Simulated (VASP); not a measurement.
# Os (Fm-3m) in VASP: a series of runs, part 2 of 2

VASP 6.6.1. The steps go on from the part before.

### 4 Single point, LDA

This run uses another cell than the first one, of 13.47 Å³/atom.

Input file INCAR:

```
  ALGO = Normal
  EDIFF = 1E-6
  ENCUT = 600
  GGA = CA
  GGA_COMPAT = False
  ISIF = 2
  ISMEAR = -1
  LASPH = True
  LCHARG = False
  LREAL = False
  LWAVE = False
  NBANDS = 10
  NELM = 120
  PREC = Accurate
  SIGMA = 0.05
```

Input file KPOINTS:

```
k-points
0
Gamma
  10 10 10
```

Input file POSCAR:

```
Os
1.0
    0.0000000000      1.8883983096      1.8883983096
    1.8883983096      0.0000000000      1.8883983096
    1.8883983096      1.8883983096      0.0000000000
Os
1
Direct
    0.0000000000      0.0000000000      0.0000000000
```

Potentials or basis: VASP PAW LDA potentials, release 64 (Os).

Launch:

```sh
> cat potpaw_LDA.64/Os/POTCAR > POTCAR
> mpirun -np 1 vasp_std > vasp.out
```

OUTCAR:

```text
EDIFF = 1E-6
   ENCUT = 600
   GGA = CA
   ISIF = 2
   ISMEAR = -1
   LASPH = True
   LREAL = False
   NELM = 120
   PREC = Accurate

 ion  position               nearest neighbor table
   1  0.000  0.000  0.000-

  LATTYP: Found a face centered cubic cell.
 ALAT       =     3.7767966192

  Lattice vectors:

 A1 = (   0.0000000000,   1.8883983096,   1.8883983096)
 A2 = (   1.8883983096,   0.0000000000,   1.8883983096)
 A3 = (   1.8883983096,   1.8883983096,   0.0000000000)

Analysis of symmetry for initial positions (statically):
=====================================================================
 Subroutine PRICEL returns:
 Original cell was already a primitive cell.

 Routine SETGRP: Setting up the symmetry group for a
 face centered cubic supercell.

 Subroutine GETGRP returns: Found 48 space group operations
 (whereof 48 operations were pure point group operations)
 out of a pool of 48 trial point group operations.

The static configuration has the point symmetry O_h .

Analysis of symmetry for dynamics (positions and initial velocities):
=====================================================================
 Subroutine PRICEL returns:
 Original cell was already a primitive cell.

 Routine SETGRP: Setting up the symmetry group for a
 face centered cubic supercell.

 Subroutine GETGRP returns: Found 48 space group operations
 (whereof 48 operations were pure point group operations)
 out of a pool of 48 trial point group operations.

The dynamic configuration has the point symmetry O_h .

 Subroutine INISYM returns: Found 48 space group operations
 (whereof 48 operations are pure point group operations),
 and found     1 'primitive' translations

----------------------------------------------------------------------------------------

                                     Primitive cell

  volume of cell :      13.4682

  direct lattice vectors                    reciprocal lattice vectors
     0.000000000  1.888398310  1.888398310    -0.264774649  0.264774649  0.264774649
[... 104 lines left out ...]
     AMIX_MAG =   1.60;   BMIX_MAG =  1.00
  volume/ion in A,a.u.               =      13.47        90.89
  Fermi-wavevector in a.u.,A,eV,Ry     =   1.376157  2.600559 25.766812  1.893807
  Thomas-Fermi vector in A             =   2.501427
   LORBIT       =      0    0 simple, 1 ext, 2 COOP (PROOUT), +10 PAW based schemes
   GGA     = CA    functional components
   LHFCALC =     F    Hartree Fock is set to
   AEXX    =    0.0000 exact exchange contribution
   IVDW    =     0    specifies the selected vdW correction
   LEPSILON=     F    determine dielectric tensor
   LRPA    =     F    only Hartree local field effects (RPA)
 non-spin polarized calculation
  energy-cutoff  :      600.00
  volume of cell :       13.47
 maximum number of plane-waves:       464
 NGX is ok and might be reduce to    24
   NGX = 11   NGY = 11   NGZ = 11

 number of electron       8.0000001 magnetization

 Free energy of the ion-electron system (eV)
  ---------------------------------------------------
  ext. energy  EPLUGINS =         0.00000000
  ---------------------------------------------------
  free energy    TOTEN  =       -12.46667621 eV

  energy without entropy =      -12.45519833  energy(sigma->0) =      -12.46093727

 E-fermi :   9.9187     XC(G=0): -14.3923

 val. band max:        9.9101189232   @ k =   0.3000   0.1000   0.0000
 cond. band min:       9.9259768150   @ k =   0.0000   0.0000   0.0000
 fundamental gap:      0.0158578918
 Fermi energy:         9.9187154699

 k-point     1 :       0.0000    0.0000    0.0000
  band No.  band energies     occupation
      1      -1.2292      2.00000
      2       6.6682      2.00000
      3       6.6682      2.00000
      4       6.6682      2.00000
      5       9.9260      0.92751
      6       9.9260      0.92751
      7      24.1458      0.00000
      8      30.1663      0.00000
      9      30.1663      0.00000
     10      30.1663      0.00000
[... 287 lines left out ...]
 k-point    24 :       0.4000    0.3000    0.0000
  band No.  band energies     occupation
      1       2.6547      2.00000
      2       3.4764      2.00000
      3       8.0083      2.00000
      4      10.2648      0.00197
      5      12.1299      0.00000
      6      12.3387      0.00000
      7      24.2309      0.00000
      8      26.4027      0.00000
      9      27.9528      0.00000
     10      32.6573      0.00000

 [... further k-points ...]
[... 5 lines left out ...]
  --------------------------------------------------------------------------------------
  -------------------------------------------------------------------------------------
  Total        0.9764974      0.9764974      0.9764974     -0.0000000      0.0000000      0.0000000
  in kB      116.1638172    116.1638172    116.1638172     -0.0000000      0.0000000      0.0000000
  external PRESSURE =     116.1638172 kB  Pullay stress =       0.0000000 kB

 VOLUME and BASIS-vectors are now :
 -----------------------------------------------------------------------------
  energy-cutoff  :      600.00
  volume of cell :       13.47
      direct lattice vectors                 reciprocal lattice vectors
     0.000000000  1.888398310  1.888398310    -0.264774649  0.264774649  0.264774649
     1.888398310  0.000000000  1.888398310     0.264774649 -0.264774649  0.264774649
     1.888398310  1.888398310  0.000000000     0.264774649  0.264774649 -0.264774649

 POSITION                                       TOTAL-FORCE (eV/Angst)
 -----------------------------------------------------------------------------------
      0.00000      0.00000      0.00000         0.000000      0.000000      0.000000
 -----------------------------------------------------------------------------------
    total drift:                               -0.000000      0.000000     -0.000000

  FREE ENERGIE OF THE ION-ELECTRON SYSTEM (eV)
  ---------------------------------------------------
  free  energy   TOTEN  =       -12.4666762131 eV

  energy  without entropy=      -12.4551983305  energy(sigma->0) =      -12.46093727
```

Wall time 5.4 s (1 thread of Intel Xeon Platinum 8488C (Sapphire Rapids), shared host); peak memory 0.13 GiB.

Results:

* Free energy: -12.4667 eV
* Pressure: 11.6 GPa
* Band gap on the k mesh: zero (bands 4 and 5 overlap by 4.26 eV)

Caveat: the cell stands under pressure; spin-orbit coupling is left out, which moves the levels of the heavy elements.

### 5 Single point, LDA

This run uses another cell than the first one, of 13.21 Å³/atom.

Input file INCAR:

```
PREC = Accurate
ENCUT = 600
EDIFF = 1E-6
ISMEAR = -1
SIGMA = 0.05
LREAL = False
LASPH = True
NELM = 120
ALGO = Normal
ISIF = 2
LWAVE = False
LCHARG = True
GGA = CA
LELF = True
LVHAR = True
NBANDS = 10
GGA_COMPAT = False
```

Input file KPOINTS:

```
Automatic mesh
0
Gamma
  10 10 10
```

Input file POSCAR:

```
Os
1.0
    0.0000000000      1.8760466664      1.8760466664
    1.8760466664      0.0000000000      1.8760466664
    1.8760466664      1.8760466664      0.0000000000
Os
1
Direct
    0.0000000000      0.0000000000      0.0000000000
```

Launch:

```sh
> cat potpaw_LDA.64/Os/POTCAR > POTCAR
> mpirun -np 1 vasp_std > vasp.out
```

It took 6.8 s on 1 thread of Intel Xeon Platinum 8488C (Sapphire Rapids), shared host; peak memory 0.14 GiB.

The run converged. Its results:

```yaml
Free_energy: -12.4392 eV
Pressure: 21.9 GPa
Band_gap_on_the_k_mesh: zero (bands 4 and 5 overlap by 4.39 eV)
```

Levels at points of the mesh, in eV from the Fermi level:
```csv
k point,band 1,band 2,band 3,band 4,band 5,band 6,band 7,band 8
"(0.00, 0.00, 0.00)",-11.33,-3.35,-3.35,-3.35,0.01,0.01,14.20,20.35
"(0.50, 0.00, 0.00)",-8.28,-3.52,-3.52,-0.15,2.66,2.66,9.78,13.76
"(0.50, 0.50, 0.00)",-8.26,-7.53,2.58,2.63,3.42,3.42,12.69,12.69
```

Caveat: the cell stands under pressure; spin-orbit coupling is left out, which moves the levels of the heavy elements.

### 6 Relaxation of cell and atoms, LDA

This run uses another cell than the first one, of 13.94 Å³/atom.

Input file INCAR:

```
  PREC = Accurate
  ENCUT = 600
  EDIFF = 1E-7
  ISMEAR = -1
  SIGMA = 0.05
  LREAL = False
  LASPH = True
  NELM = 120
  ALGO = Normal
  ISIF = 3
  LWAVE = False
  LCHARG = False
  IBRION = 2
  NSW = 80
  EDIFFG = -0.02
  GGA_COMPAT = False
  NELMIN = 4
```

KPOINTS is that of step 5.

Input file POSCAR:

```
Os
1.0
    0.0000000000      1.9100000000      1.9100000000
    1.9100000000      0.0000000000      1.9100000000
    1.9100000000      1.9100000000      0.0000000000
Os
1
Direct
    0.0000000000      0.0000000000      0.0000000000
```

Potentials or basis: VASP PAW LDA potentials, release 64 (Os).

Launch:

```sh
> cat potpaw_LDA.64/Os/POTCAR > POTCAR
> mpirun -np 1 vasp_std > vasp.out
```

It took 8.7 s on 1 thread of Intel Xeon Platinum 8488C (Sapphire Rapids), shared host; peak memory 0.13 GiB.

It converged, with:

* Free energy: -12.4788 eV
* Relaxed volume: 13.81 Å³/atom
* Relaxed cell: a = 2.693 Å, b = 2.693 Å, c = 2.693 Å, α = 60.00°, β = 60.00°, γ = 60.00°
* Space group after relaxing (to 0.1 Å): Fm-3m (No. 225)
* Energy gained by relaxing: 1.7 meV/atom
* Ionic steps: 3
* Pressure after relaxing: -0.1 GPa
* Band gap on the k mesh: zero (bands 4 and 5 overlap by 4.09 eV)

The path:
| step | energy change (eV) | largest force (eV/Å) | pressure (GPa) | volume (Å³) |
| --- | --- | --- | --- | --- |
| 1 | 0.0000 | 0.0000 | -4.11 | 13.94 |
| 2 | 0.0347 | 0.0000 | 21.06 | 13.23 |
| 3 | -0.0017 | 0.0000 | -0.09 | 13.81 |

Final structure:
```yaml
crystal:
  lattice:
    - [0.00000, 1.90412, 1.90412]
    - [1.90412, 0.00000, 1.90412]
    - [1.90412, 1.90412, 0.00000]
  atoms:
    - { symbol: Os, position: [0.00000, 0.00000, 0.00000] }
```

Levels at points of the mesh, in eV from the Fermi level:
```tsv
k point	band 2	band 3	band 4	band 5	band 6	band 7
(0.00, 0.00, 0.00)	-3.13	-3.13	-3.13	0.00	0.00	14.25
(0.50, 0.00, 0.00)	-3.28	-3.28	-0.16	2.47	2.47	9.15
(0.50, 0.50, 0.00)	-7.07	2.44	2.45	3.16	3.16	12.38
```

Caveat: spin-orbit coupling is left out, which moves the levels of the heavy elements.

### 7 Overview

```tsv
task	cell	gap on the mesh (eV)	pressure (GPa)
single point	a = 2.690 Å, angles 60.0°, 1 atom	none	1.3
single point	a = 2.680 Å, angles 60.0°, 1 atom	none	6.5
single point	a = 2.671 Å, angles 60.0°, 1 atom	none	11.6
single point	a = 2.653 Å, angles 60.0°, 1 atom	none	21.9
relaxation of cell and atoms	relaxed from a = 2.701 Å, angles 60.0°, 1 atom	none	-0.1
```

Alike in all rows: level LDA; potentials or basis VASP PAW LDA potentials, release 64 (Os); no spin polarisation; k mesh 10 × 10 × 10; cutoff (eV) 600; smearing fermi-dirac 0.05 eV.

Caveats: spin-orbit coupling is left out, which moves the levels of the heavy elements; the cell stands under pressure (at least some runs).

Absolute energies hang on the potentials; compare differences alone.
